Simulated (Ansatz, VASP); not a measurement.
**Ga2GeSe2: VASP beside Ansatz**

```xyz
5
Lattice="4.0899 0.0000 0.0000 -2.0449 3.5419 0.0000 0.0000 0.0000 8.8508" Properties=species:S:1:pos:R:3 pbc="T T T"
Ga    0.0000    2.3613    0.5334
Ga    2.0449    1.1806    8.3174
Ge    0.0000    0.0000    4.4254
Se    0.0000    2.3613    2.9274
Se    2.0449    1.1806    5.9234
```

Alike in both runs: functional PBE; k mesh 12 × 12 × 4; occupations gaussian, width 0.1 eV; no spin polarisation.

Ansatz relaxed the structure, and its values are those at the end. VASP's run is a single point on that final structure, the one shown.

|  | VASP | Ansatz |
| --- | --- | --- |
| version | VASP 6.6.1 | Ansatz 0.2.0 |
| potentials or method | VASP PAW PBE potentials, release 64 (Ga_d, Ge_d, Se), cutoff 520 eV | scalar-relativistic, plane waves, PAW |
| valence electrons in the cell | 52 | 72 |

VASP gave:

```
gap on the k mesh at the Fermi level (eV) : none
pressure (GPa)                            : 0.1
rms of the force components (eV/Å)        : 0.006
```

What did Ansatz give for the same quantities?

gap on the k mesh at the Fermi level (eV): none; pressure (GPa): 0.0; rms of the force components (eV/Å): 0.003.

A gap of «none» marks a metal or a gap that the smearing closes. VASP's potentials hold 52 valence electrons a cell and Ansatz's 72, so a difference there can come from the potentials and not from the codes.
